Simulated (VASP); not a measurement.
# CoSi2 (MoSi2 type) (I4/mmm) in VASP: a series of runs, part 2 of 2

VASP 6.6.1.

## Step 3: Relaxation of shape and atoms at fixed volume, PBE

This run uses another cell than the first one, of 11.31 Å³/atom.

INCAR

```
SYSTEM = CoSi2
ALGO = Normal
EDIFF = 1E-7
EDIFFG = -0.005
ENCUT = 600
GGA = PE
IBRION = 2
ISIF = 4
ISMEAR = -1
LASPH = .TRUE.
LCHARG = .FALSE.
LREAL = .FALSE.
LWAVE = .FALSE.
NELM = 80
NSW = 50
PREC = Accurate
SIGMA = 0.05
```

KPOINTS

```
k-points
0
G
  14 14 14
  0 0 0
```

POSCAR

```
CoSi2
1.0
   -1.5684666972      1.5684666972      3.4488193113
    1.5684666972     -1.5684666972      3.4488193113
    1.5684666972      1.5684666972     -3.4488193113
Co Si
1 2
Direct
    0.0000000000      0.0000000000      0.0000000000
    0.3345954708      0.3345954708      0.0000000000
   -0.3345954708     -0.3345954708      0.0000000000
```

Potentials or basis: VASP PAW PBE potentials, release 64 (Co, Si).

Run with:

```bash
$ cat potpaw_PBE.64/Co/POTCAR potpaw_PBE.64/Si/POTCAR > POTCAR
$ mpirun -np 1 vasp_std > vasp.out
```

OUTCAR:

```text
SYSTEM = CoSi2
   EDIFF = 1E-7
   EDIFFG = -0.005
   ENCUT = 600
   GGA = PE
   IBRION = 2
   ISIF = 4
   ISMEAR = -1
   LASPH = .TRUE.
   LREAL = .FALSE.
   NELM = 80
   NSW = 50
   PREC = Accurate

 ion  position               nearest neighbor table
   1  0.000  0.000  0.000-   2 2.31   3 2.31   3 2.49   3 2.49   2 2.49   2 2.49   3 2.49   3 2.49
                             2 2.49   2 2.49
   2  0.335  0.335  0.000-   3 2.28   1 2.31   1 2.49   1 2.49   1 2.49   1 2.49   3 2.51   3 2.51
                             3 2.51   3 2.51
   3  0.665  0.665  0.000-   2 2.28   1 2.31   1 2.49   1 2.49   1 2.49   1 2.49   2 2.51   2 2.51
                             2 2.51   2 2.51

  LATTYP: Found a body centered tetragonal cell.
 ALAT       =     3.1369333944
 C/A-ratio  =     2.1988476500

  Lattice vectors:

 A1 = (  -1.5684666972,   1.5684666972,   3.4488193113)
 A2 = (   1.5684666972,  -1.5684666972,   3.4488193113)
 A3 = (   1.5684666972,   1.5684666972,  -3.4488193113)

Analysis of symmetry for initial positions (statically):
=====================================================================
 Subroutine PRICEL returns:
 Original cell was already a primitive cell.

 Routine SETGRP: Setting up the symmetry group for a
 body centered tetragonal supercell.

 Subroutine GETGRP returns: Found 16 space group operations
 (whereof 16 operations were pure point group operations)
 out of a pool of 16 trial point group operations.

The static configuration has the point symmetry D_4h.

Analysis of symmetry for dynamics (positions and initial velocities):
=====================================================================
 Subroutine PRICEL returns:
 Original cell was already a primitive cell.

 Routine SETGRP: Setting up the symmetry group for a
 body centered tetragonal supercell.

 Subroutine GETGRP returns: Found 16 space group operations
 (whereof 16 operations were pure point group operations)
 out of a pool of 16 trial point group operations.

The dynamic configuration has the point symmetry D_4h.

 Subroutine INISYM returns: Found 16 space group operations
 (whereof 16 operations are pure point group operations),
 and found     1 'primitive' translations

----------------------------------------------------------------------------------------

                                     Primitive cell

  volume of cell :      33.9376

  direct lattice vectors                    reciprocal lattice vectors
    -1.568466697  1.568466697  3.448819311     0.000000000  0.318782669  0.144977152
     1.568466697 -1.568466697  3.448819311     0.318782669  0.000000000  0.144977152
     1.568466697  1.568466697 -3.448819311     0.318782669  0.318782669  0.000000000

  length of vectors
     4.100552426  4.100552426  4.100552426     0.350201034  0.350201034  0.450826774

  position of ions in fractional coordinates (direct lattice)
     0.000000000  0.000000000  0.000000000
     0.334595471  0.334595471  0.000000000
     0.665404529  0.665404529  0.000000000

  ion indices of the primitive-cell ions
   primitive index   ion index
                 1           1
                 2           2
                 3           3

[... 64 lines left out ...]
   ICHARG =      2    charge: 1-file 2-atom 10-const
   ISPIN  =      1    spin polarized calculation?
   LNONCOLLINEAR =      F non collinear calculations
   LSORBIT =      F    spin-orbit coupling
   LASPH  =      T    aspherical Exc in radial PAW
   ENCUT  =  600.0 eV  44.10 Ry    6.64 a.u.   8.19  8.19  8.19*2*pi/ulx,y,z
   NELM   =     80;   NELMIN=  2; NELMDL= -5     # of ELM steps
   EDIFF  = 0.1E-06   stopping-criterion for ELM
   LREAL  =      F    real-space projection
   EDIFFG = -.5E-02   stopping-criterion for IOM
   NSW    =     50    number of steps for IOM
   IBRION =      2    ionic relax: 0-MD 1-quasi-New 2-CG
   NFREE  =      1    steps in history (QN), initial steepest desc. (CG)
   ISIF   =      4    stress and relaxation
   ISYM   =      2    0-nonsym 1-usesym 2-fastsym
   POTIM  = 0.5000    time-step for ionic-motion
   TEBEG  =    0.0;   TEEND  =   0.0 temperature during run
   PSTRESS=    0.0 pullay stress
   NELECT =      17.0000    total number of electrons
   NUPDOWN=      -1.0000    fix difference up-down
   EMIN   =  10.00;   EMAX   =-10.00  energy-range for DOS
   EFERMI =   0.00;   METHOD = LEGACY
   ISMEAR =    -1;   SIGMA  =   0.05  broadening in eV -4-tet -1-fermi 0-gaus
   EFERMI_NEDOS =   21; number of points for ismear=-14 and -15
   IALGO  =     38    algorithm
   IMIX   =      4    mixing-type and parameters
     AMIX     =   0.40;   BMIX     =  1.00
     AMIX_MAG =   1.60;   BMIX_MAG =  1.00
  volume/ion in A,a.u.               =      11.31        76.34
  Fermi-wavevector in a.u.,A,eV,Ry     =   1.300162  2.456950 22.999576  1.690421
  Thomas-Fermi vector in A             =   2.431379
   LORBIT       =      0    0 simple, 1 ext, 2 COOP (PROOUT), +10 PAW based schemes
   GGA     = PE    functional components
   LHFCALC =     F    Hartree Fock is set to
   AEXX    =    0.0000 exact exchange contribution
   IVDW    =     0    specifies the selected vdW correction
   LEPSILON=     F    determine dielectric tensor
   LRPA    =     F    only Hartree local field effects (RPA)
 conjugate gradient relaxation of ions
 non-spin polarized calculation
  energy-cutoff  :      600.00
  volume of cell :       33.94
 maximum number of plane-waves:      1154
 NGX is ok and might be reduce to    36
   NGX = 17   NGY = 17   NGZ = 17

--------------------------------------- Ionic step        1  -------------------------------------------

 number of electron      17.0000000 magnetization

 Free energy of the ion-electron system (eV)
  ---------------------------------------------------
  ext. energy  EPLUGINS =         0.00000000
  ---------------------------------------------------
  free energy    TOTEN  =       -18.15827910 eV

  energy without entropy =      -18.15017693  energy(sigma->0) =      -18.15422801

------------------------ aborting loop because EDIFF is reached ----------------------------------------

  FORCE on cell =-STRESS in cart. coord.  units (eV):
  Direction    XX          YY          ZZ          XY          YZ          ZX
  --------------------------------------------------------------------------------------
  -------------------------------------------------------------------------------------
  Total        2.3749560      2.3749560      3.1671395      0.0000000      0.0000000      0.0000000
  in kB      112.1205246    112.1205246    149.5191240      0.0000000      0.0000000      0.0000000
  external PRESSURE =     124.5867244 kB  Pullay stress =       0.0000000 kB
[... 135 lines left out ...]
--------------------------------------- Ionic step        5  -------------------------------------------

 number of electron      17.0000001 magnetization

 Free energy of the ion-electron system (eV)
  ---------------------------------------------------
  ext. energy  EPLUGINS =         0.00000000
  ---------------------------------------------------
  free energy    TOTEN  =       -18.16129974 eV

  energy without entropy =      -18.15296202  energy(sigma->0) =      -18.15713088

 E-fermi :  12.8101     XC(G=0): -12.5036

 val. band max:       12.8080366391   @ k =  -0.4286   0.2857   0.0000
 cond. band min:      12.8252357658   @ k =  -0.2143  -0.3571   0.1429
 fundamental gap:      0.0171991267
 Fermi energy:        12.8101163428

 k-point     1 :       0.0000    0.0000    0.0000
  band No.  band energies     occupation
      1      -2.4298      2.00000
      2       6.5792      2.00000
      3       9.2968      2.00000
      4       9.2968      2.00000
      5       9.7382      2.00000
      6      10.0514      2.00000
      7      10.8876      2.00000
      8      13.2830      0.00016
      9      15.0569      0.00000
     10      15.0569      0.00000
     11      15.1809      0.00000
     12      15.1809      0.00000
[... 331 lines left out ...]
 k-point    24 :       0.2857    0.1429   -0.0000
  band No.  band energies     occupation
      1      -0.4213      2.00000
      2       4.9741      2.00000
      3       6.7711      2.00000
      4       8.9161      2.00000
      5       9.4205      2.00000
      6       9.7501      2.00000
      7      10.0979      2.00000
      8      11.8392      2.00000
      9      12.8356      0.75100
     10      14.0462      0.00000
     11      16.2138      0.00000
     12      17.4302      0.00000

 [... further k-points ...]

------------------------ aborting loop because EDIFF is reached ----------------------------------------

  FORCE on cell =-STRESS in cart. coord.  units (eV):
  Direction    XX          YY          ZZ          XY          YZ          ZX
  --------------------------------------------------------------------------------------
  -------------------------------------------------------------------------------------
  Total        2.5394128      2.5394128      2.5417340      0.0000000     -0.0000000      0.0000000
  in kB      119.8844489    119.8844489    119.9940293      0.0000000     -0.0000000      0.0000000
  external PRESSURE =     119.9209757 kB  Pullay stress =       0.0000000 kB
[... 18 lines left out ...]
  FREE ENERGIE OF THE ION-ELECTRON SYSTEM (eV)
  ---------------------------------------------------
  free  energy   TOTEN  =       -18.1612997389 eV

  energy  without entropy=      -18.1529620172  energy(sigma->0) =      -18.15713088

 reached required accuracy - stopping structural energy minimisation
```

CONTCAR:

```text
CoSi2
   1.00000000000000
    -1.5624115592946028    1.5624115592946028    3.4756029620959654
     1.5624115592946028   -1.5624115592946028    3.4756029620959654
     1.5624115592946028    1.5624115592946028   -3.4756029620959654
  Co              Si
     1     2
Direct
     0.0000000000000000    0.0000000000000000    0.0000000000000000
     0.3348434302596038    0.3348434302596038    0.0000000000000000
     0.6651565697403962    0.6651565697403962    0.0000000000000000

  0.00000000E+00  0.00000000E+00  0.00000000E+00
  0.00000000E+00  0.00000000E+00  0.00000000E+00
  0.00000000E+00  0.00000000E+00  0.00000000E+00
```

It took 13 min on 1 thread of Intel Xeon 8259CL, shared host; peak memory 0.31 GiB.

What came out:

| Quantity | Value |
| --- | --- |
| Free energy | -18.1613 eV |
| Energy gained by relaxing | 1.0 meV/atom |
| Ionic steps | 5 |
| Pressure after relaxing | 12.0 GPa |
| Band gap on the k mesh | zero (an odd number of electrons rules out a gap without spin polarisation) |

Step by step:
| step | energy change (eV) | largest force (eV/Å) | pressure (GPa) | volume (Å³) |
| --- | --- | --- | --- | --- |
| 1 | 0.0000 | 0.0031 | 12.46 | 33.94 |
| 2 | -0.0029 | 0.0576 | 11.95 | 33.94 |
| 3 | -0.0029 | 0.0508 | 12.01 | 33.94 |
| 4 | -0.0030 | 0.0152 | 11.99 | 33.94 |
| 5 | -0.0030 | 0.0003 | 11.99 | 33.94 |

Final structure:
```
Co Si
1.0
    -1.56241    1.56241    3.47560
     1.56241   -1.56241    3.47560
     1.56241    1.56241   -3.47560
Co Si
1 2
Cartesian
  0.0000 0.0000 0.0000
  0.0000 0.0000 2.3276
  0.0000 0.0000 4.6236
```

Levels at points of the mesh, in eV from the Fermi level:
```
           k point  band 5  band 6  band 7  band 8  band 9  band 10  band 11  band 12
(0.00, 0.00, 0.00)   -3.07   -2.76   -1.92    0.47    2.25     2.25     2.37     2.37
(0.50, 0.00, 0.00)   -3.28   -3.16   -2.35   -1.14    0.78     2.57     3.80     4.49
(0.50, 0.50, 0.00)   -5.25   -3.21   -3.12   -1.13   -0.84     0.15     0.55     4.22
(0.50, 0.50, 0.50)   -2.24   -2.24   -1.85   -1.85   -1.84     3.14     3.66     8.52
```

Caveat: the run has no spin polarisation, though such a crystal can be magnetic.
